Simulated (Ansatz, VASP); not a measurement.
One calculation of AlCo, two programs

Contents of INCAR:

```
SYSTEM = AlCo
  PREC = Accurate
  ENCUT = 520
  EDIFF = 1E-7
  ISMEAR = 0
  SIGMA = 0.1
  LREAL = .False.
  LASPH = .True.
  NELM = 80
  ALGO = Normal
  ISIF = 2
  LWAVE = .False.
  LCHARG = .True.
  GGA = PE
  LELF = .True.
  LVHAR = .True.
  NBANDS = 13
```

File KPOINTS:

```
regular mesh
0
Gamma
  14 14 14
  0 0 0
```

Contents of POSCAR:

```
AlCo
1.0
    2.8194032100      0.0000000000      0.0000000000
    0.0000000000      2.8194032100      0.0000000000
    0.0000000000      0.0000000000      2.8194032100
Al Co
1 1
Direct
    0.0000000000      0.0000000000      0.0000000000
    0.5000000000      0.5000000000      0.5000000000
```

Input for Ansatz:

```yaml
crystal:
  lattice:
    - [2.81940321, 0.0, 0.0]
    - [0.0, 2.81940321, 0.0]
    - [0.0, 0.0, 2.81940321]
  atoms:
    - { symbol: Al, position: [0.0, 0.0, 0.0] }
    - { symbol: Co, position: [0.5, 0.5, 0.5] }
basis:
  ecutwfc: 420
kpoints:
  mp_grid: { grid: [14, 14, 14] }
hamiltonian:
  xc: pbe
scf:
  occupations: { method: gaussian, width: 0.1 }
output:
  forces: true
  stress: true
  eigenvalues: true
  populations: true
```

Alike in both runs: task single point; functional PBE; k mesh 14 × 14 × 14; occupations gaussian, width 0.1 eV; no spin polarisation.

```csv
,VASP,Ansatz
version,VASP 6.6.1,Ansatz 0.2.0
potentials or method,"VASP PAW PBE potentials, release 64 (Al, Co), cutoff 520 eV","scalar-relativistic, plane waves, PAW"
valence electrons in the cell,12,20
```

Ansatz gave:

```
gap on the k mesh at the Fermi level (eV) : none
pressure (GPa)                            : 6.6
```

Problem. What did VASP give for the same quantities?

Solution. gap on the k mesh at the Fermi level (eV): none; pressure (GPa): 6.5.

A gap of «none» marks a metal or a gap that the smearing closes. With one functional, cell and mesh, what is left measures potentials, basis and numerics. VASP's potentials hold 12 valence electrons a cell and Ansatz's 20, so a difference there can come from the potentials and not from the codes.
